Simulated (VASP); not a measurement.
Wanted: the native input for a VASP 6.6.1 run.

| Item | Value |
| --- | --- |
| Task | relaxation of cell and atoms |
| Functional | PBE |
| Potentials or basis | VASP PAW PBE potentials, release 64 (Sb, Bi_d, O) |
| Cutoff | 600 eV |
| k mesh | 6 × 6 × 2 |
| Occupations | gaussian, width 0.1 eV |
| Spin | no spin polarisation |
| Dipole correction | no |
| Further INCAR settings | ALGO = Normal; EDIFF = 1e-07; IBRION = 2; EDIFFG = -0.04; NSW = 90; ISIF = 3 |

The structure of BiSb3O2 lies in POSCAR:

```
BiSb3O2
1.0
    3.5983997600      0.0000000000      0.0000000000
    0.0000000000      3.5983997600      0.0000000000
    0.0000000000      0.0000000000     13.3903636600
Sb Bi O
3 1 2
Direct
    0.0000000000      0.0000000000      0.6647679800
    0.0000000000      0.0000000000      0.3352320200
    0.5000000000      0.5000000000      0.5000000000
    0.0000000000      0.0000000000      0.0000000000
    0.5000000000      0.5000000000      0.8681410000
    0.5000000000      0.5000000000      0.1318590000
```

The cell was built from a structure type or drawn by symmetry, and may not be a known phase.

These files were run (other wordings do the same):

INCAR

```
ALGO     = Normal         # electronic algorithm
EDIFF    = 1E-7           # SCF threshold, eV
EDIFFG   = -0.04          # ionic threshold
ENCUT    = 600            # plane-wave cutoff, eV
GGA      = PE             # functional
IBRION   = 2              # ionic algorithm
ISIF     = 3              # what is computed and relaxed
ISMEAR   = 0              # smearing method
LASPH    = True           # aspherical terms in the spheres
LCHARG   = False          # write CHGCAR
LREAL    = False          # projectors in reciprocal space
LWAVE    = False          # write WAVECAR
NELM     = 80             # most SCF steps
NSW      = 90             # ionic steps
PREC     = Accurate       # precision mode
SIGMA    = 0.1            # smearing width, eV
```

KPOINTS

```
k-points
0
Gamma
  6 6 2
```

Potentials or basis: VASP PAW PBE potentials, release 64 (Sb, Bi_d, O).

Launch:

```sh
$ cat potpaw_PBE.64/Sb/POTCAR potpaw_PBE.64/Bi_d/POTCAR potpaw_PBE.64/O/POTCAR > POTCAR
$ mpirun -np 1 vasp_std > vasp.out
```

Results of the run:

The relaxed volume is 20.33 Å³/atom, the relaxed cell is a = 3.151 Å, b = 3.151 Å, c = 12.287 Å, α = 90.00°, β = 90.00°, γ = 90.00° and the space group after relaxing (to 0.1 Å) is P4/mmm (No. 123). The energy gained by relaxing is 661.0 meV/atom and the ionic steps are 15. The pressure after relaxing is -0.1 GPa. The largest force after relaxing is 0.030 eV/Å.

Caveat: the volume moved by over 15 % at a fixed basis, so the end points are rough; the highest band is partly filled, so the run has too few bands.

Run time: 30 min on 1 thread of Oxide Virtual Turin-like Processor, on a shared host, peak memory 0.36 GiB.
